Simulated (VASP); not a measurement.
# MoS2 (P-3m1) in VASP: further runs

MoS2 is run at these levels: BLYP+D3(BJ), BLYP+D4, RPBE, PBEsol; tasks: relaxation of cell and atoms, single point.

All numbers are computed with VASP 6.6.1; they aren't measurements. Logs are shortened: lines on timing, memory, paths and dates and some standing lists are left out, and cuts for length are marked.

### Step 1. The cell of the first run

Symmetry: P-3m1, No. 164, trigonal system. Conventional cell: a = 3.227 Å, b = 3.227 Å, c = 6.312 Å, α = 90.00°, β = 90.00°, γ = 120.00°. Mo (site symmetry -3m) has 6 S at 2.42 Å and 6 Mo at 3.23 Å within 3.3 Å. S (site symmetry 3m) has 3 Mo at 2.42 Å and 6 S at 3.23 Å within 3.3 Å.

### Step 2. Relaxation of cell and atoms, BLYP+D3(BJ)

Input file INCAR:

```
SYSTEM = MoS2
  PREC = Accurate
  ENCUT = 600
  EDIFF = 1E-6
  ISMEAR = -1
  SIGMA = 0.05
  LREAL = .False.
  LASPH = .True.
  NELM = 100
  ALGO = Normal
  ISIF = 3
  LWAVE = .False.
  LCHARG = .False.
  GGA = B5
  ALDAX = 1.0
  AGGAX = 1.0
  AGGAC = 1.0
  ALDAC = 0.0
  IVDW = 12
  VDW_S6 = 1.0
  VDW_S8 = 2.6996
  VDW_A1 = 0.4298
  VDW_A2 = 4.2359
  IBRION = 2
  NSW = 60
  EDIFFG = -0.01
```

Input file KPOINTS:

```
regular mesh
0
Gamma
  9 9 4
  0 0 0
```

Input file POSCAR:

```
MoS2
1.0
    3.2274645616      0.0000000000      0.0000000000
   -1.6137322808      2.7950663001      0.0000000000
    0.0000000000      0.0000000000      6.3124734200
Mo S
1 2
Direct
    0.0000000000      0.0000000000      0.5000000000
    0.6666666667      0.3333333333      0.7446806800
    0.3333333333      0.6666666667      0.2553193200
```

Potentials or basis: VASP PAW PBE potentials, release 64 (Mo_sv, S).

The run is started by

```bash
$ cat potpaw_PBE.64/Mo_sv/POTCAR potpaw_PBE.64/S/POTCAR > POTCAR
$ mpirun -np 1 vasp_std > vasp.out
```

OUTCAR:

```text
SYSTEM = MoS2
   PREC = Accurate
   ENCUT = 600
   EDIFF = 1E-6
   ISMEAR = -1
   LREAL = .False.
   LASPH = .True.
   NELM = 100
   ISIF = 3
   GGA = B5
   IVDW = 12
   IBRION = 2
   NSW = 60
   EDIFFG = -0.01
 IVDW          = 12

 ion  position               nearest neighbor table
   1  0.000  0.000  0.500-   2 2.42   3 2.42   3 2.42   2 2.42   2 2.42   3 2.42
   2  0.667  0.333  0.745-   1 2.42   1 2.42   1 2.42
   3  0.333  0.667  0.255-   1 2.42   1 2.42   1 2.42

  LATTYP: Found a hexagonal cell.
 ALAT       =     3.2274645616
 C/A-ratio  =     1.9558614199

  Lattice vectors:

 A1 = (   3.2274645616,   0.0000000000,   0.0000000000)
 A2 = (  -1.6137322808,   2.7950663001,   0.0000000000)
 A3 = (   0.0000000000,   0.0000000000,   6.3124734200)

Analysis of symmetry for initial positions (statically):
=====================================================================
 Subroutine PRICEL returns:
 Original cell was already a primitive cell.

 Routine SETGRP: Setting up the symmetry group for a
 hexagonal supercell.

 Subroutine GETGRP returns: Found 12 space group operations
 (whereof 12 operations were pure point group operations)
 out of a pool of 24 trial point group operations.

The static configuration has the point symmetry D_3d.

Analysis of symmetry for dynamics (positions and initial velocities):
=====================================================================
 Subroutine PRICEL returns:
 Original cell was already a primitive cell.

 Routine SETGRP: Setting up the symmetry group for a
 hexagonal supercell.

 Subroutine GETGRP returns: Found 12 space group operations
 (whereof 12 operations were pure point group operations)
 out of a pool of 24 trial point group operations.

The dynamic configuration has the point symmetry D_3d.

 Subroutine INISYM returns: Found 12 space group operations
 (whereof 12 operations are pure point group operations),
 and found     1 'primitive' translations

----------------------------------------------------------------------------------------

                                     Primitive cell

  volume of cell :      56.9447

  direct lattice vectors                    reciprocal lattice vectors
     3.227464562  0.000000000  0.000000000     0.309840737  0.178886633  0.000000000
    -1.613732281  2.795066300  0.000000000     0.000000000  0.357773266  0.000000000
     0.000000000  0.000000000  6.312473420     0.000000000  0.000000000  0.158416509

  length of vectors
     3.227464562  3.227464562  6.312473420     0.357773266  0.357773266  0.158416509

  position of ions in fractional coordinates (direct lattice)
     0.000000000  0.000000000  0.500000000
     0.666666667  0.333333333  0.744680680
     0.333333333  0.666666667  0.255319320

  ion indices of the primitive-cell ions
   primitive index   ion index
                 1           1
                 2           2
                 3           3

----------------------------------------------------------------------------------------

 KPOINTS: regular mesh

Automatic generation of k-mesh.
 Grid dimensions read from file:
 generate k-points for:    9    9    4

 Generating k-lattice:

  Cartesian coordinates                     Fractional coordinates (reciprocal lattice)
     0.034426749  0.019876293  0.000000000     0.111111111  0.000000000  0.000000000
     0.000000000  0.039752585  0.000000000     0.000000000  0.111111111  0.000000000
     0.000000000  0.000000000  0.039604127     0.000000000  0.000000000  0.250000000

  Length of vectors
     0.039752585  0.039752585  0.039604127

  Shift w.r.t. Gamma in fractional coordinates (k-lattice)
     0.000000000  0.000000000  0.000000000

 Subroutine IBZKPT returns following result:
 ===========================================

 Found     43 irreducible k-points:

 Following reciprocal coordinates:
            Coordinates               Weight
  0.000000  0.000000  0.000000      1.000000
  0.111111  0.000000  0.000000      6.000000
  0.222222  0.000000  0.000000      6.000000
  0.333333  0.000000  0.000000      6.000000
  0.444444  0.000000  0.000000      6.000000
  0.111111  0.111111  0.000000      6.000000
[... 16 lines left out ...]
  0.222222  0.111111  0.250000     12.000000
 -0.111111  0.333333  0.250000     12.000000
 [... further k-points ...]
   k-points           NKPTS =     43   k-points in BZ     NKDIM =     43   number of bands    NBANDS=     17
   number of dos      NEDOS =    301   number of ions     NIONS =      3
   total plane-waves  NPLWV =  39200
   dimension x,y,z NGX =    28 NGY =   28 NGZ =   50
   dimension x,y,z NGXF=    56 NGYF=   56 NGZF=  100
   ions per type =               1   2
   NGX,Y,Z   is equivalent  to a cutoff of  14.42, 14.42, 13.17 a.u.
   NGXF,Y,Z  is equivalent  to a cutoff of  28.85, 28.85, 26.34 a.u.
 SYSTEM =  MoS2
   PREC   = accura    normal or accurate (medium, high low for compatibility)
   ISTART =      0    job   : 0-new  1-cont  2-samecut
   ICHARG =      2    charge: 1-file 2-atom 10-const
   ISPIN  =      1    spin polarized calculation?
   LNONCOLLINEAR =      F non collinear calculations
   LSORBIT =      F    spin-orbit coupling
   LASPH  =      T    aspherical Exc in radial PAW
   ENCUT  =  600.0 eV  44.10 Ry    6.64 a.u.   6.45  6.45 12.61*2*pi/ulx,y,z
   NELM   =    100;   NELMIN=  2; NELMDL= -5     # of ELM steps
   EDIFF  = 0.1E-05   stopping-criterion for ELM
   LREAL  =      F    real-space projection
   EDIFFG = -.1E-01   stopping-criterion for IOM
   NSW    =     60    number of steps for IOM
   IBRION =      2    ionic relax: 0-MD 1-quasi-New 2-CG
   NFREE  =      1    steps in history (QN), initial steepest desc. (CG)
   ISIF   =      3    stress and relaxation
   ISYM   =      2    0-nonsym 1-usesym 2-fastsym
   POTIM  = 0.5000    time-step for ionic-motion
   TEBEG  =    0.0;   TEEND  =   0.0 temperature during run
   PSTRESS=    0.0 pullay stress
   NELECT =      26.0000    total number of electrons
   NUPDOWN=      -1.0000    fix difference up-down
   EMIN   =  10.00;   EMAX   =-10.00  energy-range for DOS
   EFERMI =   0.00;   METHOD = LEGACY
   ISMEAR =    -1;   SIGMA  =   0.05  broadening in eV -4-tet -1-fermi 0-gaus
   EFERMI_NEDOS =   21; number of points for ismear=-14 and -15
   IALGO  =     38    algorithm
   IMIX   =      4    mixing-type and parameters
     AMIX     =   0.40;   BMIX     =  1.00
     AMIX_MAG =   1.60;   BMIX_MAG =  1.00
  volume/ion in A,a.u.               =      18.98       128.09
  Fermi-wavevector in a.u.,A,eV,Ry     =   1.260612  2.382212 21.621610  1.589144
  Thomas-Fermi vector in A             =   2.394113
   LORBIT       =      0    0 simple, 1 ext, 2 COOP (PROOUT), +10 PAW based schemes
   GGA     = B5    functional components
   LHFCALC =     F    Hartree Fock is set to
   AEXX    =    0.0000 exact exchange contribution
   IVDW    =    12    specifies the selected vdW correction
   LEPSILON=     F    determine dielectric tensor
   LRPA    =     F    only Hartree local field effects (RPA)
 conjugate gradient relaxation of ions
 non-spin polarized calculation
  energy-cutoff  :      600.00
  volume of cell :       56.94
 maximum number of plane-waves:      1934
 NGX is ok and might be reduce to    28
   NGX = 13   NGY = 13   NGZ = 25

--------------------------------------- Ionic step        1  -------------------------------------------

 number of electron      26.0000002 magnetization

 Free energy of the ion-electron system (eV)
  ---------------------------------------------------
  ext. energy  EPLUGINS =         0.00000000
  ---------------------------------------------------
  free energy    TOTEN  =       -18.51256740 eV

  energy without entropy =      -18.50328964  energy(sigma->0) =      -18.50792852

------------------------ aborting loop because EDIFF is reached ----------------------------------------

 Edisp (eV)   -2.64373

 E8    (eV) :    -1.8767

  FORCE on cell =-STRESS in cart. coord.  units (eV):
  Direction    XX          YY          ZZ          XY          YZ          ZX
  --------------------------------------------------------------------------------------
  -------------------------------------------------------------------------------------
  Total       0.10965     0.10965     0.15469     0.00000     0.00000     0.00000
  in kB       3.08511     3.08511     4.35221     0.00000     0.00000     0.00000
  external pressure =        3.51 kB  Pullay stress =        0.00 kB
[... 100 lines left out ...]
  FREE ENERGIE OF THE ION-ELECTRON SYSTEM (eV)
  ---------------------------------------------------
  free  energy   TOTEN  =       -21.1756480225 eV

  energy  without entropy=      -21.1666144074  energy(sigma->0) =      -21.17113121

 E-fermi :   7.3820     XC(G=0):  -9.9704

 val. band max:        7.3061600137   @ k =  -0.2222  -0.4444   0.2500
 cond. band min:       7.3846615930   @ k =   0.1111   0.0000   0.0000
 fundamental gap:      0.0785015793
 Fermi energy:         7.3819819565

 k-point     1 :       0.0000    0.0000    0.0000
  band No.  band energies     occupation
      1     -54.2229      2.00000
      2     -28.3644      2.00000
      3     -28.3331      2.00000
      4     -28.3331      2.00000
      5      -7.2978      2.00000
      6      -5.9365      2.00000
[... 9 lines left out ...]
     16      10.4141      0.00000
     17      10.4141      0.00000
[... 443 lines left out ...]
      1     -54.2026      2.00000
      2     -28.5275      2.00000
      3     -28.3925      2.00000
      4     -28.3237      2.00000
      5      -6.1132      2.00000
      6      -5.7859      2.00000
[... 9 lines left out ...]
     16      10.0062      0.00000
     17      10.8824      0.00000

 [... further k-points ...]

[... ionic steps 4 to 10 ...]

--------------------------------------- Ionic step       11  -------------------------------------------

 number of electron      26.0000000 magnetization

------------------------ aborting loop because EDIFF is reached ----------------------------------------

 Edisp (eV)   -2.97659

 E8    (eV) :    -2.1126
[... 71 lines left out ...]
  energy  without entropy=      -21.2932732917  energy(sigma->0) =      -21.29888063

--------------------------------------- Ionic step       13  -------------------------------------------

 number of electron      26.0000001 magnetization

 Free energy of the ion-electron system (eV)
  ---------------------------------------------------
  ext. energy  EPLUGINS =         0.00000000
  ---------------------------------------------------
  free energy    TOTEN  =       -18.33122605 eV

  energy without entropy =      -18.32005919  energy(sigma->0) =      -18.32564262

 E-fermi :   8.8365     XC(G=0): -10.6039

 val. band max:        8.7337410062   @ k =   0.1111   0.0000   0.0000
 cond. band min:       8.8386361081   @ k =  -0.2222  -0.4444   0.2500
 fundamental gap:      0.1048951019
 Fermi energy:         8.8364929578

 k-point     1 :       0.0000    0.0000    0.0000
  band No.  band energies     occupation
      1     -52.8006      2.00000
      2     -26.9549      2.00000
      3     -26.9225      2.00000
      4     -26.9225      2.00000
      5      -6.2882      2.00000
      6      -4.2692      2.00000
[... 9 lines left out ...]
     16      11.5698      0.00000
     17      11.5698      0.00000
[... 443 lines left out ...]
      1     -52.7808      2.00000
      2     -27.1143      2.00000
      3     -26.9810      2.00000
      4     -26.9145      2.00000
      5      -4.9969      2.00000
      6      -4.3866      2.00000
[... 9 lines left out ...]
     16      11.6559      0.00000
     17      12.5935      0.00000

 [... further k-points ...]

------------------------ aborting loop because EDIFF is reached ----------------------------------------

 Edisp (eV)   -2.97361

 E8    (eV) :    -2.1105

  FORCE on cell =-STRESS in cart. coord.  units (eV):
  Direction    XX          YY          ZZ          XY          YZ          ZX
  --------------------------------------------------------------------------------------
  -------------------------------------------------------------------------------------
  Total       0.01785     0.01785    -0.01195    -0.00000    -0.00000    -0.00000
  in kB       0.56161     0.56161    -0.37604    -0.00000    -0.00000    -0.00000
  external pressure =        0.25 kB  Pullay stress =        0.00 kB
[... 18 lines left out ...]
  FREE ENERGIE OF THE ION-ELECTRON SYSTEM (eV)
  ---------------------------------------------------
  free  energy   TOTEN  =       -21.3048327838 eV

  energy  without entropy=      -21.2936659273  energy(sigma->0) =      -21.29924936

 reached required accuracy - stopping structural energy minimisation
```

Run time: 4.1 min. Hardware: 1 thread of Intel Xeon 6975P-C (Granite Rapids), shared host; peak memory 0.24 GiB.

Results:

```
Free energy                           : -21.3048 eV
Relaxed volume                        : 16.97 Å³/atom
Relaxed cell                          : a = 3.232 Å, b = 3.232 Å, c = 5.629 Å, α = 90.00°, β = 90.00°, γ = 120.00°
Space group after relaxing (to 0.1 Å) : P-3m1 (No. 164)
Energy gained by relaxing             : 49.5 meV/atom
Ionic steps                           : 13
Pressure after relaxing               : 0.0 GPa
Largest force after relaxing          : 0.007 eV/Å
Band gap on the k mesh                : zero (bands 13 and 14 overlap by 1.27 eV)
Dispersion energy per atom            : -0.991 eV
```

Forces in eV/Å, atoms in the order of the input:
```
Mo   0.000  0.000  0.000
S    0.000  0.000  0.007
S    0.000  0.000 -0.007
```

Step by step:
```
step  energy change (eV)  largest force (eV/Å)  pressure (GPa)  volume (Å³)
   1              0.0000                0.6556            0.35        56.94
   2             -0.0192                0.0610           -3.14        57.29
   3             -0.0194                0.1033           -2.88        57.26
   4             -0.0363                0.0926           -2.50        56.52
   5             -0.0745                0.0523           -1.09        54.32
   6             -0.0746                0.0703            3.11        50.08
   7             -0.0893                0.0284            0.75        52.32
   8             -0.1131                0.0001            0.63        51.78
   9             -0.1450                0.0741            0.86        50.20
  10             -0.1473                0.1341           -0.73        50.99
  11             -0.1474                0.1248           -0.48        50.86
  12             -0.1482                0.0806            0.30        50.94
  13             -0.1485                0.0072            0.02        50.91
```

Final structure:
```cif
data_structure
_symmetry_space_group_name_H-M 'P 1'
_symmetry_Int_Tables_number 1
_cell_length_a 3.2318
_cell_length_b 3.2318
_cell_length_c 5.6287
_cell_angle_alpha 90.000
_cell_angle_beta 90.000
_cell_angle_gamma 120.000
_cell_volume 50.91
loop_
_atom_site_label
_atom_site_type_symbol
_atom_site_fract_x
_atom_site_fract_y
_atom_site_fract_z
_atom_site_occupancy
Mo1 Mo 0.00000 0.00000 0.50000 1
S1 S 0.66667 0.33333 0.77642 1
S2 S 0.33333 0.66667 0.22358 1
```

Caveat: the PAW data sets were made with another functional, which shifts forces and pressure a little.

### Step 3. Relaxation of cell and atoms, BLYP+D4

Input file INCAR:

```
  AGGAC = 1.0
  AGGAX = 1.0
  ALDAC = 0.0
  ALDAX = 1.0
  ALGO = Normal
  EDIFF = 1E-7
  EDIFFG = -0.01
  ENCUT = 600
  GGA = B5
  IBRION = 2
  ISIF = 3
  ISMEAR = -1
  IVDW = 13
  LASPH = T
  LCHARG = F
  LREAL = F
  LWAVE = F
  NELM = 80
  NSW = 60
  PREC = Accurate
  SIGMA = 0.05
  VDW_A1 = 0.44488865
  VDW_A2 = 4.0933009
  VDW_S6 = 1.0
  VDW_S8 = 2.34076671
```

Input file KPOINTS:

```
k-points
0
Gamma
  9 9 4
```

POSCAR is that of step 2.

Potentials or basis: VASP PAW PBE potentials, release 64 (Mo_sv, S).

The run is started by

```bash
$ cat potpaw_PBE.64/Mo_sv/POTCAR potpaw_PBE.64/S/POTCAR > POTCAR
$ mpirun -np 1 vasp_std > vasp.out
```

Wall time 5.7 min (1 thread of Intel Xeon 6975P-C (Granite Rapids), shared host); peak memory 0.24 GiB.

Results (log left out):

| Property | Result |
| --- | --- |
| Free energy | -20.9363 eV |
| Relaxed volume | 17.41 Å³/atom |
| Relaxed cell | a = 3.248 Å, b = 3.248 Å, c = 5.717 Å, α = 90.00°, β = 90.00°, γ = 120.00° |
| Space group after relaxing (to 0.1 Å) | P-3m1 (No. 164) |
| Energy gained by relaxing | 34.8 meV/atom |
| Ionic steps | 17 |
| Pressure after relaxing | 0.0 GPa |
| Largest force after relaxing | 0.005 eV/Å |
| Band gap on the k mesh | zero (bands 13 and 14 overlap by 1.21 eV) |
| Dispersion energy per atom | -0.844 eV |

Forces in eV/Å, atoms in the order of the input:
```
Mo   0.000  0.000  0.000
S    0.000  0.000 -0.005
S    0.000  0.000  0.005
```

Stress tensor (GPa, compression positive):
```
 0.01  0.00  0.00
 0.00  0.01  0.00
 0.00  0.00 -0.07
```

The path:
| step | energy change (eV) | largest force (eV/Å) | pressure (GPa) | volume (Å³) |
| --- | --- | --- | --- | --- |
| 1 | 0.0000 | 0.6282 | 1.42 | 56.94 |
| 2 | -0.0012 | 0.1867 | -4.09 | 58.35 |
| 3 | -0.0128 | 0.1990 | -1.50 | 57.65 |
| 4 | -0.0303 | 0.1711 | -1.29 | 56.82 |
| 5 | -0.0707 | 0.0752 | -0.29 | 54.37 |
| 6 | -0.0564 | 0.2017 | 3.80 | 49.61 |
| 7 | -0.0834 | 0.0683 | 1.18 | 52.69 |
| 8 | -0.0957 | 0.1536 | -0.59 | 52.70 |
| 9 | -0.0969 | 0.2348 | -1.21 | 52.70 |
| 10 | -0.1040 | 0.0582 | -0.01 | 52.01 |
| 11 | -0.1040 | 0.0522 | 0.03 | 51.99 |
| 12 | -0.1042 | 0.0326 | 0.06 | 52.05 |
| 13 | -0.1043 | 0.0100 | 0.10 | 52.12 |
| 14 | -0.1042 | 0.0351 | 0.18 | 52.27 |
| 15 | -0.1043 | 0.0063 | 0.13 | 52.17 |
| 16 | -0.1043 | 0.0155 | -0.15 | 52.30 |
| 17 | -0.1043 | 0.0050 | -0.02 | 52.24 |

Final structure:
```xyz
3
Lattice="3.2482 0.0000 0.0000 -1.6241 2.8130 0.0000 0.0000 0.0000 5.7170" Properties=species:S:1:pos:R:3 pbc="T T T"
Mo    0.0000    0.0000    2.8585
S     1.6241    0.9377    4.4121
S     0.0000    1.8753    1.3049
```

Levels at points of the mesh, in eV from the Fermi level:
| k point | band 9 | band 10 | band 11 | band 12 | band 13 | band 14 | band 15 | band 16 | band 17 |
| --- | --- | --- | --- | --- | --- | --- | --- | --- | --- |
| (0.00, 0.00, 0.00) | -3.99 | -1.09 | -0.96 | -0.93 | -0.93 | -0.36 | -0.36 | 2.79 | 2.79 |
| (0.00, 0.00, 0.50) | -3.95 | -3.95 | -0.96 | -0.96 | -0.64 | -0.64 | 0.29 | 3.33 | 3.33 |

Caveat: the PAW data sets were made with another functional, which shifts forces and pressure a little.

[end of part 1 of 2]
